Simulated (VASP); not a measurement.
As: single point with r2SCAN+rVV10

The system is As.

```xyz
2
Lattice="1.8798 1.0853 3.4858 -1.8798 1.0853 3.4858 0.0000 -2.1705 3.4858" Properties=species:S:1:pos:R:3 pbc="T T T"
As    0.0000    0.0000    2.3795
As    0.0000    0.0000    8.0778
```

| Quantity | Value |
| --- | --- |
| Program | VASP 6.6.1 |
| Task | single point |
| Functional | r2SCAN |
| Dispersion | rVV10 |
| Potentials or basis | VASP PAW PBE potentials, release 64 (As_d) |
| Cutoff | 660 eV |
| k mesh | 6 × 6 × 6 |
| Occupations | gaussian, width 0.1 eV |
| Spin | no spin polarisation |

- Pressure: 0.9 GPa
- Largest force: 0.130 eV/Å
- Band gap on the k mesh: zero (band 15 reaches 3.81 eV, above the bottom of band 16 at 3.59 eV)

Forces on the atoms (eV/Å):
```
As   0.000  0.000 -0.130
As   0.000  0.000  0.130
```

Stress tensor (GPa, compression positive):
```
1.15 0.00 0.00
0.00 1.15 0.00
0.00 0.00 0.38
```

Levels at points of the mesh, in eV from the Fermi level:
```
           k point  band 12  band 13  band 14  band 15  band 16  band 17  band 18  band 19
(0.00, 0.00, 0.00)    -5.94    -2.81    -2.28    -2.28     1.82     3.00     3.00     7.17
(0.50, 0.00, 0.00)   -11.72    -3.06    -3.02    -0.49    -0.22     0.33     1.23     9.61
(0.50, 0.50, 0.00)   -10.15    -6.42    -4.61    -4.49     1.65     5.68     7.16     7.69
(0.50, 0.50, 0.50)   -10.64    -1.96    -1.96    -0.45     0.62     0.62     1.85     8.70
```

Wall time 4 min on 1 thread of Intel(R) Xeon(R) Platinum 8259CL CPU @ 2.50GHz (Skylake/Cascade Lake) (shared host), peak memory 0.4 GiB.

Caveat: the PAW data sets were made with another functional, which shifts forces and pressure a little.
